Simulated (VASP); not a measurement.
LiHg2, 6 atoms in the cell. The structure is cubic, space group Fd-3m (No. 227). Conventional cell: a = 8.393 Å, b = 8.393 Å, c = 8.393 Å, α = 90.00°, β = 90.00°, γ = 90.00°. Within 4.6 Å of Li (site symmetry -43m) lie 12 Hg at 3.48 Å and 4 Li at 3.63 Å. Hg (site symmetry -3m) has 6 Hg at 2.97 Å and 6 Li at 3.48 Å within 3.9 Å. 

| Item | Value |
| --- | --- |
| Program | VASP 6.6.1 |
| Task | single point |
| Functional | PBE |
| Potentials or basis | VASP PAW PBE potentials, release 64 (Li_sv, Hg) |
| Cutoff | 520 eV |
| k mesh | 4 × 4 × 4 |
| Occupations | gaussian, width 0.1 eV |
| Spin | no spin polarisation |
| Dipole correction | no |
| Further INCAR settings | ALGO = Normal; EDIFF = 1e-06; NBANDS = 36 |

Potentials or basis: VASP PAW PBE potentials, release 64 (Li_sv, Hg).

Run with:

```bash
$ cat potpaw_PBE.64/Li_sv/POTCAR potpaw_PBE.64/Hg/POTCAR > POTCAR
$ mpirun -np 1 vasp_std > vasp.out
```

Hardware: 1 thread of Intel(R) Xeon(R) Platinum 8488C (Sapphire Rapids) (shared host).

Problem. How long does it take, and how much memory?

Solution. Wall time 32 s on 1 thread of Intel(R) Xeon(R) Platinum 8488C (Sapphire Rapids), with other jobs on the host, peak memory 0.32 GiB. Counts: scf iterations 12, k points 8.
